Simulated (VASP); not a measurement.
Set up this calculation in VASP 6.6.1, as the native input.

```
Task                   : single point
Functional             : r2SCAN
Potentials or basis    : VASP PAW PBE potentials, release 64 (Cs_sv, Cl)
Cutoff                 : 550 eV
k mesh                 : 6 × 6 × 6
Occupations            : gaussian, width 0.01 eV
Spin                   : no spin polarisation
Dipole correction      : no
Further INCAR settings : ALGO = Normal; EDIFF = 1e-06; NBANDS = 15
```

The system is CsCl.

```
CELL_PARAMETERS angstrom
4.13683 0.00000 0.00000
0.00000 4.13683 0.00000
0.00000 0.00000 4.13683
ATOMIC_POSITIONS crystal
Cs 0.00000 0.00000 0.00000
Cl 0.50000 0.50000 0.50000
```

These files were run (other wordings do the same):

POSCAR

```
CsCl
1.0
    4.1368327316      0.0000000000      0.0000000000
    0.0000000000      4.1368327316      0.0000000000
    0.0000000000      0.0000000000      4.1368327316
Cs Cl
1 1
Direct
    0.0000000000      0.0000000000      0.0000000000
    0.5000000000      0.5000000000      0.5000000000
```

INCAR.step1

```
  PREC = Accurate
  ENCUT = 550
  ISMEAR = 0
  SIGMA = 0.01
  LREAL = False
  LASPH = True
  NELM = 120
  NBANDS = 15
  GGA = PE
  ALGO = Normal
  EDIFF = 1E-5
  LWAVE = True
  LCHARG = False
  GGA_COMPAT = False
```

INCAR.step2

```
  PREC = Accurate
  ENCUT = 550
  EDIFF = 1E-6
  ISMEAR = 0
  SIGMA = 0.01
  LREAL = False
  LASPH = True
  NELM = 120
  ALGO = Normal
  ISIF = 2
  LWAVE = False
  LCHARG = True
  METAGGA = R2SCAN
  LMIXTAU = True
  LELF = True
  LVHAR = True
  NBANDS = 15
  ISTART = 1
  GGA_COMPAT = False
```

KPOINTS

```
regular mesh
0
Gamma
  6 6 6
```

Potentials or basis: VASP PAW PBE potentials, release 64 (Cs_sv, Cl).

Command:

```sh
$ cat potpaw_PBE.64/Cs_sv/POTCAR potpaw_PBE.64/Cl/POTCAR > POTCAR
$ cp INCAR.step1 INCAR
$ mpirun -np 1 vasp_std > vasp.out
$ cp INCAR.step2 INCAR
$ mpirun -np 1 vasp_std > vasp.out
```

It gave:

```
Pressure               : 0.1 GPa
Band gap on the k mesh : 5.91 eV, direct
```

Caveat: the PAW data sets were made with another functional, which shifts forces and pressure a little; spin-orbit coupling is left out, which moves the levels of the heavy elements.

Run time: 57 s on 1 thread of Intel(R) Xeon(R) Platinum 8259CL CPU @ 2.50GHz (Skylake/Cascade Lake) (shared host), peak memory 0.19 GiB.
